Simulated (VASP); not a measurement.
Here is a VASP 6.6.1 calculation.

File INCAR:

```
PREC = Accurate
ENCUT = 520
EDIFF = 1E-7
ISMEAR = 0
SIGMA = 0.1
LREAL = F
LASPH = T
NELM = 100
ALGO = Normal
ISIF = 2
LWAVE = F
LCHARG = F
GGA = PE
NBANDS = 12
```

The input KPOINTS:

```
Automatic mesh
0
Gamma
  8 8 8
```

Contents of POSCAR:

```
NaB
1.0
    0.0000000000      2.6838690000      2.6838690000
    2.6838690000      0.0000000000      2.6838690000
    2.6838690000      2.6838690000      0.0000000000
Na B
1 1
Direct
    0.0000000000      0.0000000000      0.0000000000
    0.5000000000      0.5000000000      0.5000000000
```

Potentials or basis: VASP PAW PBE potentials, release 64 (Na_pv, B).

Command:

```console
$ cat potpaw_PBE.64/Na_pv/POTCAR potpaw_PBE.64/B/POTCAR > POTCAR
$ mpirun -np 1 vasp_std > vasp.out
```

Estimate the pressure.

0.1 GPa.

Estimate the band gap on the k mesh.

zero (band 5 reaches 3.13 eV, above the bottom of band 6 at 0.23 eV).
